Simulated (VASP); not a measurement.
Here is a VASP 6.6.1 calculation.

File INCAR:

```
PREC = Accurate
ENCUT = 520
EDIFF = 1E-6
ISMEAR = 0
SIGMA = 0.15
LREAL = False
LASPH = True
NELM = 100
ALGO = Normal
ISIF = 2
LWAVE = False
LCHARG = False
GGA = PS
NBANDS = 18
```

File KPOINTS:

```
Automatic mesh
0
Gamma
  24 24 6
```

Contents of POSCAR:

```
P
1.0
   -2.4347371633      0.0000000000     -0.0052449062
    0.0000000000     -2.4346254889      0.0000000000
   -2.2110678611      0.0000000000      9.5811746899
P
4
Direct
    0.2125000000      0.0000000000      0.8750000000
    0.6625000000      0.0000000000      0.3750000000
   -0.1125000000      0.0000000000      0.1250000000
   -0.5625000000      0.0000000000      0.6250000000
```

Potentials or basis: VASP PAW PBE potentials, release 64 (P).

Command:

```sh
$ cat potpaw_PBE.64/P/POTCAR > POTCAR
$ mpirun -np 1 vasp_std > vasp.out
```

Problem. Estimate the pressure.

Solution. -0.2 GPa.

Problem. What does it give for the band gap on the k mesh?

Solution. Zero (bands 10 and 11 overlap by 8.46 eV).

Problem. Predict the largest force.

Solution. 0.222 eV/Å.

Stress tensor (GPa, compression positive):
```
-1.26  0.00 -1.82
 0.00 -1.55  0.00
-1.82  0.00  2.32
```

Caveat: the cell differs from its parent crystal (the part above a cut slid along it); the PAW data sets were made with another functional, which shifts forces and pressure a little.
